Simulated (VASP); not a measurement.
# SnO (P4/nmm) in VASP: a series of runs

The runs below take SnO through single point, with PBE+D3(BJ).

Everything below comes from runs of VASP 6.6.1. Logs are shortened: lines on timing, memory, paths and dates and some standing lists are left out, and cuts for length are marked.

**1. The cell of the first run**

The structure is tetragonal, space group P4/nmm (No. 129). Conventional cell: a = 3.516 Å, b = 3.516 Å, c = 5.672 Å, α = 90.00°, β = 90.00°, γ = 90.00°. Within 3.0 Å of Sn (site symmetry 4mm) lie 4 O at 2.23 Å. O (site symmetry -4m2) has 4 Sn at 2.23 Å and 4 O at 2.49 Å within 3.0 Å.

**2. Single point, PBE+D3(BJ)**

INCAR

```
PREC     = Accurate       # precision mode
ENCUT    = 520            # plane-wave cutoff, eV
EDIFF    = 1E-6           # SCF threshold, eV
ISMEAR   = 0              # smearing method
SIGMA    = 0.15           # smearing width, eV
LREAL    = F              # projectors in reciprocal space
LASPH    = T              # aspherical terms in the spheres
NELM     = 60             # most SCF steps
ALGO     = Normal         # electronic algorithm
ISIF     = 2              # what is computed and relaxed
LWAVE    = F              # write WAVECAR
LCHARG   = F              # write CHGCAR
GGA      = PE             # functional
IVDW     = 12             # dispersion correction
NBANDS   = 28             # bands
```

KPOINTS

```
regular mesh
0
Gamma
  14 14 12
```

POSCAR

```
SnO
1.0
    3.5157791319      0.0000000000      0.0000000000
    0.0000000000      3.5157791319      0.0000000000
    0.0000000000      0.0000000000      5.6723543939
Sn O
2 2
Direct
    0.0000000000      0.5000000000      0.2432422108
    0.5000000000      0.0000000000      0.7567577892
    0.0000000000      0.0000000000      0.0000000000
    0.5000000000      0.5000000000      0.0000000000
```

Potentials or basis: VASP PAW PBE potentials, release 64 (Sn_d, O).

Launch:

```console
> cat potpaw_PBE.64/Sn_d/POTCAR potpaw_PBE.64/O/POTCAR > POTCAR
> mpirun -np 1 vasp_std > vasp.out
```

OUTCAR:

```text
PREC = Accurate
   ENCUT = 520
   EDIFF = 1E-6
   ISMEAR = 0
   LREAL = F
   LASPH = T
   NELM = 60
   ISIF = 2
   GGA = PE
   IVDW = 12
 IVDW          = 12

 ion  position               nearest neighbor table
   1  0.000  0.500  0.243-   3 2.23   4 2.23   3 2.23   4 2.23   2 3.71   2 3.71   2 3.71   2 3.71

   2  0.500  0.000  0.757-   3 2.23   4 2.23   4 2.23   3 2.23   1 3.71   1 3.71   1 3.71   1 3.71

   3  0.000  0.000  0.000-   1 2.23   2 2.23   1 2.23   2 2.23
   4  0.500  0.500  0.000-   1 2.23   2 2.23   2 2.23   1 2.23

  LATTYP: Found a simple tetragonal cell.
 ALAT       =     3.5157791319
 C/A-ratio  =     1.6133989597

  Lattice vectors:

 A1 = (   3.5157791319,   0.0000000000,   0.0000000000)
 A2 = (   0.0000000000,   3.5157791319,   0.0000000000)
 A3 = (   0.0000000000,   0.0000000000,   5.6723543939)

Analysis of symmetry for initial positions (statically):
=====================================================================
 Subroutine PRICEL returns:
 Original cell was already a primitive cell.

 Routine SETGRP: Setting up the symmetry group for a
 simple tetragonal supercell.

 Subroutine GETGRP returns: Found 16 space group operations
 (whereof  8 operations were pure point group operations)
 out of a pool of 16 trial point group operations.

The static configuration has the point symmetry D_2d.
 The point group associated with its full space group is D_4h.

Analysis of symmetry for dynamics (positions and initial velocities):
=====================================================================
 Subroutine PRICEL returns:
 Original cell was already a primitive cell.

 Routine SETGRP: Setting up the symmetry group for a
 simple tetragonal supercell.

 Subroutine GETGRP returns: Found 16 space group operations
 (whereof  8 operations were pure point group operations)
 out of a pool of 16 trial point group operations.

The dynamic configuration has the point symmetry D_2d.
 The point group associated with its full space group is D_4h.

 Subroutine INISYM returns: Found 16 space group operations
 (whereof  8 operations are pure point group operations),
 and found     1 'primitive' translations

----------------------------------------------------------------------------------------

                                     Primitive cell

  volume of cell :      70.1143

  direct lattice vectors                    reciprocal lattice vectors
     3.515779132  0.000000000  0.000000000     0.284431974  0.000000000  0.000000000
     0.000000000  3.515779132  0.000000000     0.000000000  0.284431974  0.000000000
     0.000000000  0.000000000  5.672354394     0.000000000  0.000000000  0.176293639

  length of vectors
     3.515779132  3.515779132  5.672354394     0.284431974  0.284431974  0.176293639

  position of ions in fractional coordinates (direct lattice)
     0.000000000  0.500000000  0.243242211
     0.500000000  0.000000000  0.756757789
     0.000000000  0.000000000  0.000000000
     0.500000000  0.500000000  0.000000000

  ion indices of the primitive-cell ions
   primitive index   ion index
                 1           1
                 2           2
                 3           3
                 4           4

----------------------------------------------------------------------------------------

 KPOINTS: regular mesh

Automatic generation of k-mesh.
 Grid dimensions read from file:
 generate k-points for:   14   14   12

 Generating k-lattice:

  Cartesian coordinates                     Fractional coordinates (reciprocal lattice)
     0.020316570  0.000000000  0.000000000     0.071428571  0.000000000  0.000000000
     0.000000000  0.020316570  0.000000000     0.000000000  0.071428571  0.000000000
     0.000000000  0.000000000  0.014691137     0.000000000  0.000000000  0.083333333

  Length of vectors
     0.020316570  0.020316570  0.014691137

  Shift w.r.t. Gamma in fractional coordinates (k-lattice)
     0.000000000  0.000000000  0.000000000

 Subroutine IBZKPT returns following result:
 ===========================================

 Found    252 irreducible k-points:

 Following reciprocal coordinates:
            Coordinates               Weight
  0.000000  0.000000  0.000000      1.000000
  0.071429  0.000000  0.000000      4.000000
  0.142857  0.000000  0.000000      4.000000
  0.214286  0.000000  0.000000      4.000000
  0.285714  0.000000  0.000000      4.000000
  0.357143  0.000000  0.000000      4.000000
[... 16 lines left out ...]
  0.285714  0.214286  0.000000      8.000000
  0.357143  0.214286  0.000000      8.000000
 [... further k-points ...]
   k-points           NKPTS =    252   k-points in BZ     NKDIM =    252   number of bands    NBANDS=     28
   number of dos      NEDOS =    301   number of ions     NIONS =      4
   total plane-waves  NPLWV =  32928
   dimension x,y,z NGX =    28 NGY =   28 NGZ =   42
   dimension x,y,z NGXF=    56 NGYF=   56 NGZF=   84
   ions per type =               2   2
   NGX,Y,Z   is equivalent  to a cutoff of  13.24, 13.24, 12.31 a.u.
   NGXF,Y,Z  is equivalent  to a cutoff of  26.48, 26.48, 24.62 a.u.
 SYSTEM =  unknown system
   PREC   = accura    normal or accurate (medium, high low for compatibility)
   ISTART =      0    job   : 0-new  1-cont  2-samecut
   ICHARG =      2    charge: 1-file 2-atom 10-const
   ISPIN  =      1    spin polarized calculation?
   LNONCOLLINEAR =      F non collinear calculations
   LSORBIT =      F    spin-orbit coupling
   LASPH  =      T    aspherical Exc in radial PAW
   ENCUT  =  520.0 eV  38.22 Ry    6.18 a.u.   6.54  6.54 10.55*2*pi/ulx,y,z
   NELM   =     60;   NELMIN=  2; NELMDL= -5     # of ELM steps
   EDIFF  = 0.1E-05   stopping-criterion for ELM
   LREAL  =      F    real-space projection
[... 7 lines left out ...]
   TEBEG  =    0.0;   TEEND  =   0.0 temperature during run
   PSTRESS=    0.0 pullay stress
   NELECT =      40.0000    total number of electrons
   NUPDOWN=      -1.0000    fix difference up-down
   EMIN   =  10.00;   EMAX   =-10.00  energy-range for DOS
   EFERMI =   0.00;   METHOD = LEGACY
   ISMEAR =     0;   SIGMA  =   0.15  broadening in eV -4-tet -1-fermi 0-gaus
   EFERMI_NEDOS =   21; number of points for ismear=-14 and -15
   IALGO  =     38    algorithm
   IMIX   =      4    mixing-type and parameters
     AMIX     =   0.40;   BMIX     =  1.00
     AMIX_MAG =   1.60;   BMIX_MAG =  1.00
  volume/ion in A,a.u.               =      17.53       118.29
  Fermi-wavevector in a.u.,A,eV,Ry     =   1.357769  2.565812 25.082850  1.843537
  Thomas-Fermi vector in A             =   2.484660
   LORBIT       =      0    0 simple, 1 ext, 2 COOP (PROOUT), +10 PAW based schemes
   GGA     = PE    functional components
   LHFCALC =     F    Hartree Fock is set to
   AEXX    =    0.0000 exact exchange contribution
   IVDW    =    12    specifies the selected vdW correction
   LEPSILON=     F    determine dielectric tensor
   LRPA    =     F    only Hartree local field effects (RPA)
 non-spin polarized calculation
 Gauss-broadening in eV      SIGMA  =   0.15
  energy-cutoff  :      520.00
  volume of cell :       70.11
 maximum number of plane-waves:      1918
 NGX is ok and might be reduce to    28

 number of electron      40.0000001 magnetization

 Free energy of the ion-electron system (eV)
  ---------------------------------------------------
  ext. energy  EPLUGINS =         0.00000000
  ---------------------------------------------------
  free energy    TOTEN  =       -21.74505770 eV

  energy without entropy =      -21.74393303  energy(sigma->0) =      -21.74449537

 E-fermi :   6.9755     XC(G=0): -10.2584

 val. band max:        6.9674616548   @ k =   0.0000   0.0000   0.0000
 cond. band min:       7.1286035078   @ k =   0.5000   0.4286   0.0000
 fundamental gap:      0.1611418530
 Fermi energy:         6.9755082127

 k-point     1 :       0.0000    0.0000    0.0000
  band No.  band energies     occupation
      1     -14.7987      2.00000
      2     -14.5776      2.00000
      3     -14.4428      2.00000
      4     -14.4241      2.00000
      5     -14.4058      2.00000
      6     -14.4058      2.00000
[... 20 lines left out ...]
     27      14.3674      0.00000
     28      14.6218      0.00000

 k-point     2 :       0.0714    0.0000    0.0000
  band No.  band energies     occupation
      1     -14.7949      2.00000
      2     -14.5737      2.00000
      3     -14.4441      2.00000
      4     -14.4265      2.00000
      5     -14.4097      2.00000
      6     -14.4039      2.00000
[... 20 lines left out ...]
     27      14.4909      0.00000
     28      15.3479      0.00000

 k-point     3 :       0.1429    0.0000    0.0000
  band No.  band energies     occupation
      1     -14.7845      2.00000
      2     -14.5637      2.00000
      3     -14.4477      2.00000
      4     -14.4324      2.00000
      5     -14.4201      2.00000
      6     -14.3991      2.00000
[... 20 lines left out ...]
     27      14.6113      0.00000
     28      16.7793      0.00000

 k-point     4 :       0.2143    0.0000    0.0000
  band No.  band energies     occupation
      1     -14.7700      2.00000
      2     -14.5554      2.00000
      3     -14.4584      2.00000
      4     -14.4528      2.00000
      5     -14.4401      2.00000
      6     -14.4340      2.00000
[... 578 lines left out ...]
     27      16.7870      0.00000
     28      16.8140      0.00000

 k-point    23 :       0.2857    0.2143    0.0000
  band No.  band energies     occupation
      1     -14.7429      2.00000
      2     -14.6118      2.00000
      3     -14.4934      2.00000
      4     -14.4715      2.00000
      5     -14.4652      2.00000
      6     -14.4531      2.00000
[... 20 lines left out ...]
     27      15.8817      0.00000
     28      16.5200      0.00000

 k-point    24 :       0.3571    0.2143    0.0000
  band No.  band energies     occupation
      1     -14.7365      2.00000
      2     -14.6565      2.00000
      3     -14.4781      2.00000
      4     -14.4753      2.00000
      5     -14.4732      2.00000
      6     -14.4550      2.00000
[... 20 lines left out ...]
     27      15.3389      0.00000
     28      16.2013      0.00000

 [... further k-points ...]

------------------------ aborting loop because EDIFF is reached ----------------------------------------

 Edisp (eV)   -0.94407

 E8    (eV) :    -0.4094

  FORCE on cell =-STRESS in cart. coord.  units (eV):
  Direction    XX          YY          ZZ          XY          YZ          ZX
  --------------------------------------------------------------------------------------
  -------------------------------------------------------------------------------------
  Total       5.27730     5.27730    -6.68593     0.00000     0.00000     0.00000
  in kB     120.59117   120.59117  -152.77982     0.00000     0.00000     0.00000
  external pressure =       29.47 kB  Pullay stress =        0.00 kB

 VOLUME and BASIS-vectors are now :
 -----------------------------------------------------------------------------
  energy-cutoff  :      520.00
  volume of cell :       70.11
      direct lattice vectors                 reciprocal lattice vectors
     3.515779132  0.000000000  0.000000000     0.284431974  0.000000000  0.000000000
     0.000000000  3.515779132  0.000000000     0.000000000  0.284431974  0.000000000
     0.000000000  0.000000000  5.672354394     0.000000000  0.000000000  0.176293639

 POSITION                                       TOTAL-FORCE (eV/Angst)
 -----------------------------------------------------------------------------------
      0.00000      1.75789      1.37976        -0.000000      0.000000     -2.239893
      1.75789      0.00000      4.29260         0.000000      0.000000      2.239893
      0.00000      0.00000      0.00000        -0.000000      0.000000      0.000000
      1.75789      1.75789      0.00000        -0.000000     -0.000000      0.000000
 -----------------------------------------------------------------------------------
    total drift:                                0.000000      0.000000      0.000000

  FREE ENERGIE OF THE ION-ELECTRON SYSTEM (eV)
  ---------------------------------------------------
  free  energy   TOTEN  =       -22.6891275369 eV

  energy  without entropy=      -22.6880028697  energy(sigma->0) =      -22.68856520
```

Run time: 2.9 min. Hardware: 1 thread of Intel Xeon 6975P-C (Granite Rapids), shared host; peak memory 0.49 GiB.

What came out:

- Free energy: -22.6891 eV
- Pressure: 2.9 GPa
- Largest force: 2.240 eV/Å
- Band gap on the k mesh: zero (bands 20 and 21 overlap by 0.11 eV)
- Dispersion energy per atom: -0.236 eV

Forces in eV/Å, atoms in the order of the input:
```
Sn   0.000  0.000 -2.240
Sn   0.000  0.000  2.240
O    0.000  0.000  0.000
O    0.000  0.000  0.000
```

Stress tensor (GPa, compression positive):
```
 12.06   0.00   0.00
  0.00  12.06   0.00
  0.00   0.00 -15.28
```

Caveat: the stress differs along the axes, from -15 to 12 GPa; semilocal functionals underestimate gaps, and a narrow one can read as zero; spin-orbit coupling is left out, which moves the levels of the heavy elements; forces of over 1 eV/Å act on the atoms, so gaps and moduli don't describe the material at rest.

**3. Single point, PBE+D3(BJ)**

This run uses another cell than the first one, of the same volume but with other edges.

INCAR

```
SYSTEM = SnO
  PREC = Accurate
  ENCUT = 520
  EDIFF = 1E-6
  ISMEAR = 0
  SIGMA = 0.15
  LREAL = .False.
  LASPH = .True.
  NELM = 60
  ALGO = Normal
  ISIF = 2
  LWAVE = .False.
  LCHARG = .False.
  GGA = PE
  IVDW = 12
  NBANDS = 28
```

KPOINTS

```
regular mesh
0
Gamma
  14 14 12
  0 0 0
```

POSCAR

```
SnO
1.0
    4.0506967007      0.0000000000      0.0000000000
    0.0000000000      4.0506967007      0.0000000000
    0.0000000000      0.0000000000      4.2731395126
Sn O
2 2
Direct
    0.0000000000      0.5000000000      0.2432422108
    0.5000000000      0.0000000000      0.7567577892
    0.0000000000      0.0000000000      0.0000000000
    0.5000000000      0.5000000000      0.0000000000
```

Potentials or basis: VASP PAW PBE potentials, release 64 (Sn_d, O).

Launch:

```console
> cat potpaw_PBE.64/Sn_d/POTCAR potpaw_PBE.64/O/POTCAR > POTCAR
> mpirun -np 1 vasp_std > vasp.out
```

It took 2.7 min on 1 thread of Intel Xeon 6975P-C (Granite Rapids), shared host; peak memory 0.48 GiB.

The run converged. Its results:

| Quantity | Value |
| --- | --- |
| Free energy | -23.3936 eV |
| Pressure | -2.1 GPa |
| Largest force | 0.403 eV/Å |
| Band gap on the k mesh | 0.72 eV (least direct gap 1.50 eV) |
| Dispersion energy per atom | -0.235 eV |

Forces on the atoms (eV/Å):
```
Sn   0.000  0.000  0.403
Sn   0.000  0.000 -0.403
O    0.000  0.000  0.000
O    0.000  0.000  0.000
```

Stress tensor (GPa, compression positive):
```
-5.04  0.00  0.00
 0.00 -5.04  0.00
 0.00  0.00  3.77
```

Levels at points of the mesh, in eV from the valence-band top:
```tsv
k point	band 18	band 19	band 20	band 21	band 22	band 23
(0.00, 0.00, 0.00)	-2.74	-2.46	-0.36	2.51	4.93	4.93
(0.50, 0.00, 0.00)	-3.63	-1.54	-1.54	4.01	4.01	6.05
(0.50, 0.50, 0.00)	-2.06	-0.79	-0.79	0.72	0.72	5.98
(0.00, 0.00, 0.50)	-2.69	-2.39	-0.49	1.30	2.99	3.09
(0.50, 0.00, 0.50)	-4.09	-0.71	-0.71	3.28	3.28	5.35
(0.50, 0.50, 0.50)	-2.20	-2.05	-2.05	3.53	3.53	5.20
```

Caveat: the stress differs along the axes, from -5 to 4 GPa; semilocal functionals underestimate gaps, and a narrow one can read as zero; spin-orbit coupling is left out, which moves the levels of the heavy elements. A k mesh can miss the band edges.

The gap in the log of VASP goes by the Fermi energy; the results here count the filled bands.